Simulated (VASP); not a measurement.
Here is a VASP 6.6.1 calculation.

The input INCAR:

```
SYSTEM = Cu
PREC = Accurate ; ENCUT = 520
EDIFF = 1E-7 ; ISMEAR = -1
SIGMA = 0.06 ; LREAL = .False.
LASPH = .True. ; NELM = 60
ALGO = Normal ; ISIF = 2
LWAVE = .False. ; LCHARG = .False.
GGA = PS ; NBANDS = 12
```

KPOINTS

```
Automatic mesh
0
Gamma
  12 12 12
  0 0 0
```

File POSCAR:

```
Cu
1.0
    0.0000000000      1.8426200000      1.8426200000
    1.8426200000      0.0000000000      1.8426200000
    1.8426200000      1.8426200000      0.0000000000
Cu
1
Direct
    0.0000000000      0.0000000000      0.0000000000
```

Potentials or basis: VASP PAW PBE potentials, release 64 (Cu).

Run with:

```bash
$ cat potpaw_PBE.64/Cu/POTCAR > POTCAR
$ mpirun -np 1 vasp_std > vasp.out
```

Problem. What does it give for the pressure?

Solution. -12.5 GPa.

Caveat: the PAW data sets were made with another functional, which shifts forces and pressure a little.
